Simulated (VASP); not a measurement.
# B (Fd-3m) in VASP: notebook

B is run at these levels: revPBE; tasks: relaxation of cell and atoms, single point.

All numbers are computed with VASP 6.6.1; they aren't measurements. Logs are shortened: lines on timing, memory, paths and dates and some standing lists are left out, and cuts for length are marked.

### 1 The cell of the first run

It takes space group Fd-3m (No. 227, cubic). The conventional cell has a = 4.137 Å, b = 4.137 Å, c = 4.137 Å, α = 90.00°, β = 90.00°, γ = 90.00°. B (site symmetry -43m) has 4 B at 1.79 Å within 2.4 Å.

### 2 Relaxation of cell and atoms, revPBE

Input file INCAR:

```
SYSTEM = B
PREC     = Accurate       ! precision mode
ENCUT    = 600            ! plane-wave cutoff, eV
EDIFF    = 1E-7           ! SCF threshold, eV
ISMEAR   = -1             ! smearing method
SIGMA    = 0.1            ! smearing width, eV
LREAL    = .FALSE.        ! projectors in reciprocal space
LASPH    = .TRUE.         ! aspherical terms in the spheres
NELM     = 80             ! most SCF steps
ALGO     = Normal         ! electronic algorithm
ISIF     = 3              ! what is computed and relaxed
LWAVE    = .FALSE.        ! write WAVECAR
LCHARG   = .FALSE.        ! write CHGCAR
GGA      = RE             ! functional
IBRION   = 2              ! ionic algorithm
NSW      = 80             ! ionic steps
EDIFFG   = -0.01          ! ionic threshold
```

Input file KPOINTS:

```
regular mesh
0
G
  13 13 13
  0 0 0
```

Input file POSCAR:

```
B
1.0
    0.0000000000      2.0683080914      2.0683080914
    2.0683080914      0.0000000000      2.0683080914
    2.0683080914      2.0683080914      0.0000000000
B
2
Direct
    0.1250000000      0.1250000000      0.1250000000
    0.8750000000      0.8750000000      0.8750000000
```

Potentials or basis: VASP PAW PBE potentials, release 64 (B).

Launch:

```
$ cat potpaw_PBE.64/B/POTCAR > POTCAR
$ mpirun -np 1 vasp_std > vasp.out
```

OUTCAR:

```text
SYSTEM = B
   PREC = Accurate
   ENCUT = 600
   EDIFF = 1E-7
   ISMEAR = -1
   LREAL = .FALSE.
   LASPH = .TRUE.
   NELM = 80
   ISIF = 3
   GGA = RE
   IBRION = 2
   NSW = 80
   EDIFFG = -0.01

 ion  position               nearest neighbor table
   1  0.125  0.125  0.125-   2 1.79   2 1.79   2 1.79   2 1.79
   2  0.875  0.875  0.875-   1 1.79   1 1.79   1 1.79   1 1.79

  LATTYP: Found a face centered cubic cell.
 ALAT       =     4.1366161828

  Lattice vectors:

 A1 = (   0.0000000000,   2.0683080914,   2.0683080914)
 A2 = (   2.0683080914,   0.0000000000,   2.0683080914)
 A3 = (   2.0683080914,   2.0683080914,   0.0000000000)

Analysis of symmetry for initial positions (statically):
=====================================================================
 Subroutine PRICEL returns:
 Original cell was already a primitive cell.

 Routine SETGRP: Setting up the symmetry group for a
 face centered cubic supercell.

 Subroutine GETGRP returns: Found 48 space group operations
 (whereof 12 operations were pure point group operations)
 out of a pool of 48 trial point group operations.

The static configuration has the point symmetry D_3d.
 The point group associated with its full space group is O_h .

Analysis of symmetry for dynamics (positions and initial velocities):
=====================================================================
 Subroutine PRICEL returns:
 Original cell was already a primitive cell.

 Routine SETGRP: Setting up the symmetry group for a
 face centered cubic supercell.

 Subroutine GETGRP returns: Found 48 space group operations
 (whereof 12 operations were pure point group operations)
 out of a pool of 48 trial point group operations.

The dynamic configuration has the point symmetry D_3d.
 The point group associated with its full space group is O_h .

 Subroutine INISYM returns: Found 48 space group operations
 (whereof 12 operations are pure point group operations),
 and found     1 'primitive' translations

----------------------------------------------------------------------------------------

                                     Primitive cell

  volume of cell :      17.6960

  direct lattice vectors                    reciprocal lattice vectors
     0.000000000  2.068308091  2.068308091    -0.241743482  0.241743482  0.241743482
     2.068308091  0.000000000  2.068308091     0.241743482 -0.241743482  0.241743482
     2.068308091  2.068308091  0.000000000     0.241743482  0.241743482 -0.241743482

  length of vectors
     2.925029354  2.925029354  2.925029354     0.418711993  0.418711993  0.418711993

  position of ions in fractional coordinates (direct lattice)
     0.125000000  0.125000000  0.125000000
     0.875000000  0.875000000  0.875000000

  ion indices of the primitive-cell ions
   primitive index   ion index
                 1           1
                 2           2

----------------------------------------------------------------------------------------

 KPOINTS: regular mesh

Automatic generation of k-mesh.
 Grid dimensions read from file:
 generate k-points for:   13   13   13

 Generating k-lattice:

  Cartesian coordinates                     Fractional coordinates (reciprocal lattice)
    -0.018595652  0.018595652  0.018595652     0.076923077  0.000000000  0.000000000
     0.018595652 -0.018595652  0.018595652     0.000000000  0.076923077  0.000000000
     0.018595652  0.018595652 -0.018595652     0.000000000  0.000000000  0.076923077

  Length of vectors
     0.032208615  0.032208615  0.032208615

  Shift w.r.t. Gamma in fractional coordinates (k-lattice)
     0.000000000  0.000000000  0.000000000

 Subroutine IBZKPT returns following result:
 ===========================================

 Found     84 irreducible k-points:

 Following reciprocal coordinates:
            Coordinates               Weight
  0.000000  0.000000  0.000000      1.000000
  0.076923  0.000000  0.000000      8.000000
  0.153846  0.000000  0.000000      8.000000
  0.230769  0.000000  0.000000      8.000000
  0.307692  0.000000  0.000000      8.000000
  0.384615  0.000000  0.000000      8.000000
[... 16 lines left out ...]
  0.384615  0.153846  0.000000     24.000000
  0.461538  0.153846  0.000000     24.000000
 [... further k-points ...]
   k-points           NKPTS =     84   k-points in BZ     NKDIM =     84   number of bands    NBANDS=      7
   number of dos      NEDOS =    301   number of ions     NIONS =      2
   total plane-waves  NPLWV =  13824
   dimension x,y,z NGX =    24 NGY =   24 NGZ =   24
   dimension x,y,z NGXF=    48 NGYF=   48 NGZF=   48
   ions per type =               2
   NGX,Y,Z   is equivalent  to a cutoff of  13.64, 13.64, 13.64 a.u.
   NGXF,Y,Z  is equivalent  to a cutoff of  27.28, 27.28, 27.28 a.u.
 SYSTEM =  B
   PREC   = accura    normal or accurate (medium, high low for compatibility)
   ISTART =      0    job   : 0-new  1-cont  2-samecut
   ICHARG =      2    charge: 1-file 2-atom 10-const
   ISPIN  =      1    spin polarized calculation?
   LNONCOLLINEAR =      F non collinear calculations
   LSORBIT =      F    spin-orbit coupling
   LASPH  =      T    aspherical Exc in radial PAW
   ENCUT  =  600.0 eV  44.10 Ry    6.64 a.u.   5.84  5.84  5.84*2*pi/ulx,y,z
   NELM   =     80;   NELMIN=  2; NELMDL= -5     # of ELM steps
   EDIFF  = 0.1E-06   stopping-criterion for ELM
   LREAL  =      F    real-space projection
   EDIFFG = -.1E-01   stopping-criterion for IOM
   NSW    =     80    number of steps for IOM
   IBRION =      2    ionic relax: 0-MD 1-quasi-New 2-CG
   NFREE  =      1    steps in history (QN), initial steepest desc. (CG)
   ISIF   =      3    stress and relaxation
   ISYM   =      2    0-nonsym 1-usesym 2-fastsym
   POTIM  = 0.5000    time-step for ionic-motion
   TEBEG  =    0.0;   TEEND  =   0.0 temperature during run
   PSTRESS=    0.0 pullay stress
   NELECT =       6.0000    total number of electrons
   NUPDOWN=      -1.0000    fix difference up-down
   EMIN   =  10.00;   EMAX   =-10.00  energy-range for DOS
   EFERMI =   0.00;   METHOD = LEGACY
   ISMEAR =    -1;   SIGMA  =   0.10  broadening in eV -4-tet -1-fermi 0-gaus
   EFERMI_NEDOS =   21; number of points for ismear=-14 and -15
   IALGO  =     38    algorithm
   IMIX   =      4    mixing-type and parameters
     AMIX     =   0.40;   BMIX     =  1.00
     AMIX_MAG =   1.60;   BMIX_MAG =  1.00
  volume/ion in A,a.u.               =       8.85        59.71
  Fermi-wavevector in a.u.,A,eV,Ry     =   1.141563  2.157242 17.730662  1.303167
  Thomas-Fermi vector in A             =   2.278263
   LORBIT       =      0    0 simple, 1 ext, 2 COOP (PROOUT), +10 PAW based schemes
   GGA     = RE    functional components
   LHFCALC =     F    Hartree Fock is set to
   AEXX    =    0.0000 exact exchange contribution
   IVDW    =     0    specifies the selected vdW correction
   LEPSILON=     F    determine dielectric tensor
   LRPA    =     F    only Hartree local field effects (RPA)
 conjugate gradient relaxation of ions
 non-spin polarized calculation
  energy-cutoff  :      600.00
  volume of cell :       17.70
 maximum number of plane-waves:       609
   NGX = 11   NGY = 11   NGZ = 11

--------------------------------------- Ionic step        1  -------------------------------------------

 number of electron       6.0000000 magnetization

 Free energy of the ion-electron system (eV)
  ---------------------------------------------------
  ext. energy  EPLUGINS =         0.00000000
  ---------------------------------------------------
  free energy    TOTEN  =       -11.07395990 eV

  energy without entropy =      -11.04759601  energy(sigma->0) =      -11.06077795

------------------------ aborting loop because EDIFF is reached ----------------------------------------

  FORCE on cell =-STRESS in cart. coord.  units (eV):
  Direction    XX          YY          ZZ          XY          YZ          ZX
  --------------------------------------------------------------------------------------
  -------------------------------------------------------------------------------------
  Total       -0.8348423     -0.8348423     -0.8348423      0.0000000      0.0000000      0.0000000
  in kB      -75.5856440    -75.5856440    -75.5856440      0.0000000      0.0000000      0.0000000
  external PRESSURE =     -75.5856440 kB  Pullay stress =       0.0000000 kB

 VOLUME and BASIS-vectors are now :
 -----------------------------------------------------------------------------
  energy-cutoff  :      600.00
  volume of cell :       17.70
      direct lattice vectors                 reciprocal lattice vectors
     0.000000000  2.068308091  2.068308091    -0.241743482  0.241743482  0.241743482
     2.068308091  0.000000000  2.068308091     0.241743482 -0.241743482  0.241743482
     2.068308091  2.068308091  0.000000000     0.241743482  0.241743482 -0.241743482
[... 37 lines left out ...]
 POSITION                                       TOTAL-FORCE (eV/Angst)
 -----------------------------------------------------------------------------------
      0.50666      0.50666      0.50666         0.000000      0.000000      0.000000
      3.54665      3.54665      3.54665        -0.000000     -0.000000     -0.000000
 -----------------------------------------------------------------------------------
    total drift:                                0.000000      0.000000      0.000000

  FREE ENERGIE OF THE ION-ELECTRON SYSTEM (eV)
  ---------------------------------------------------
  free  energy   TOTEN  =       -11.0926137033 eV

  energy  without entropy=      -11.0668585122  energy(sigma->0) =      -11.07973611

--------------------------------------- Ionic step        3  -------------------------------------------

 number of electron       6.0000000 magnetization

 Free energy of the ion-electron system (eV)
  ---------------------------------------------------
  ext. energy  EPLUGINS =         0.00000000
  ---------------------------------------------------
  free energy    TOTEN  =       -11.09420061 eV

  energy without entropy =      -11.06832859  energy(sigma->0) =      -11.08126460

 E-fermi :   3.7318     XC(G=0): -11.1163

 val. band max:        3.7053620689   @ k =  -0.4615   0.1538   0.0000
 cond. band min:       3.7406306559   @ k =   0.4615   0.2308   0.0000
 fundamental gap:      0.0352685870
 Fermi energy:         3.7318410598

 k-point     1 :       0.0000    0.0000    0.0000
  band No.  band energies     occupation
      1      -9.1014      2.00000
      2       7.7302      0.00000
      3       7.7302      0.00000
      4       7.7302      0.00000
      5      11.8404      0.00000
      6      11.8404      0.00000
      7      11.8404      0.00000

 k-point     2 :       0.0769    0.0000    0.0000
  band No.  band energies     occupation
      1      -8.9740      2.00000
      2       6.8306      0.00000
      3       7.4858      0.00000
      4       7.4858      0.00000
      5      12.1623      0.00000
      6      12.1623      0.00000
      7      12.4384      0.00000
[... 201 lines left out ...]
 k-point    23 :       0.3846    0.1538    0.0000
  band No.  band energies     occupation
      1      -6.2975      2.00000
      2       0.5002      2.00000
      3       4.4719      0.00122
      4       4.7362      0.00009
      5      12.5409      0.00000
      6      16.0471      0.00000
      7      16.3572      0.00000

 k-point    24 :       0.4615    0.1538    0.0000
  band No.  band energies     occupation
      1      -5.1332      2.00000
      2      -1.3099      2.00000
      3       4.1527      0.02930
      4       4.4538      0.00146
      5      12.7713      0.00000
      6      15.8261      0.00000
      7      16.7223      0.00000

 [... further k-points ...]
[... 5 lines left out ...]
  --------------------------------------------------------------------------------------
  -------------------------------------------------------------------------------------
  Total        0.0019068      0.0019068      0.0019068      0.0000000     -0.0000000      0.0000000
  in kB        0.1811076      0.1811076      0.1811076      0.0000000     -0.0000000      0.0000000
  external PRESSURE =       0.1811076 kB  Pullay stress =       0.0000000 kB

 VOLUME and BASIS-vectors are now :
 -----------------------------------------------------------------------------
  energy-cutoff  :      600.00
  volume of cell :       16.87
      direct lattice vectors                 reciprocal lattice vectors
     0.000000000  2.035539205  2.035539205    -0.245635161  0.245635161  0.245635161
     2.035539205  0.000000000  2.035539205     0.245635161 -0.245635161  0.245635161
     2.035539205  2.035539205  0.000000000     0.245635161  0.245635161 -0.245635161

 POSITION                                       TOTAL-FORCE (eV/Angst)
 -----------------------------------------------------------------------------------
      0.50888      0.50888      0.50888         0.000000     -0.000000     -0.000000
      3.56219      3.56219      3.56219        -0.000000      0.000000      0.000000
 -----------------------------------------------------------------------------------
    total drift:                                0.000000      0.000000      0.000000

  FREE ENERGIE OF THE ION-ELECTRON SYSTEM (eV)
  ---------------------------------------------------
  free  energy   TOTEN  =       -11.0942006068 eV

  energy  without entropy=      -11.0683285875  energy(sigma->0) =      -11.08126460

 reached required accuracy - stopping structural energy minimisation
```

Run time: 9.1 s. Hardware: 1 thread of Intel Xeon 6975P-C, shared host; peak memory 0.13 GiB.

Results:

| Property | Result |
| --- | --- |
| Free energy | -11.0942 eV |
| Relaxed volume | 8.43 Å³/atom |
| Relaxed cell | a = 2.879 Å, b = 2.879 Å, c = 2.879 Å, α = 60.00°, β = 60.00°, γ = 60.00° |
| Space group after relaxing (to 0.05 Å) | Fd-3m (No. 227) |
| Energy gained by relaxing | 10.1 meV/atom |
| Ionic steps | 3 |
| Pressure after relaxing | 0.0 GPa |
| Band gap on the k mesh | zero (band 3 reaches 7.73 eV, above the bottom of band 4 at 1.19 eV) |

The path:
```tsv
step	energy change (eV)	largest force (eV/Å)	pressure (GPa)	volume (Å³)
1	0.0000	0.0000	-7.56	17.70
2	-0.0187	0.0000	2.33	16.65
3	-0.0202	0.0000	0.02	16.87
```

Final structure:
```
B
1.0
     0.00000    2.03554    2.03554
     2.03554    0.00000    2.03554
     2.03554    2.03554    0.00000
B
2
Direct
  0.12500 0.12500 0.12500
  0.87500 0.87500 0.87500
```

Levels at points of the mesh, in eV from the Fermi level:
| k point | band 1 | band 2 | band 3 | band 4 | band 5 | band 6 | band 7 |
| --- | --- | --- | --- | --- | --- | --- | --- |
| (0.00, 0.00, 0.00) | -12.83 | 4.00 | 4.00 | 4.00 | 8.11 | 8.11 | 8.11 |

Caveat: the PAW data sets were made with another functional, which shifts forces and pressure a little.

### 3 Single point, revPBE

This run uses another cell than the first one, of 8.44 Å³/atom, 0.954 times its volume.

Input file INCAR:

```
ALGO = Normal
EDIFF = 1E-7
ENCUT = 520
GGA = RE
ISIF = 2
ISMEAR = -1
LASPH = T
LCHARG = F
LREAL = F
LWAVE = F
NBANDS = 10
NELM = 80
PREC = Accurate
SIGMA = 0.1
```

Input file KPOINTS:

```
k-points
0
Gamma
  22 22 22
```

Input file POSCAR:

```
B
1.0
    0.0000000000      2.0359642158      2.0359642158
    2.0359642158      0.0000000000      2.0359642158
    2.0359642158      2.0359642158      0.0000000000
B
2
Direct
    0.1250000000      0.1250000000      0.1250000000
    0.8750000000      0.8750000000      0.8750000000
```

Potentials or basis: VASP PAW PBE potentials, release 64 (B).

Launch:

```
$ cat potpaw_PBE.64/B/POTCAR > POTCAR
$ mpirun -np 1 vasp_std > vasp.out
```

Wall time 18 s (1 thread of Intel Xeon 6975P-C, shared host); peak memory 0.16 GiB.

It converged, with:

| Property | Result |
| --- | --- |
| Free energy | -11.0892 eV |
| Pressure | -0.1 GPa |
| Band gap on the k mesh | zero (band 3 reaches 7.72 eV, above the bottom of band 4 at 0.67 eV) |

Levels at points of the mesh, in eV from the Fermi level:
```csv
k point,band 1,band 2,band 3,band 4,band 5,band 6
"(0.00, 0.00, 0.00)",-12.83,4.00,4.00,4.00,8.11,8.11
"(0.50, 0.00, 0.00)",-8.06,-6.94,1.68,1.68,10.15,10.15
"(0.50, 0.50, 0.00)",-5.97,-5.97,-1.27,-1.27,7.10,7.10
```

Caveat: the PAW data sets were made with another functional, which shifts forces and pressure a little.
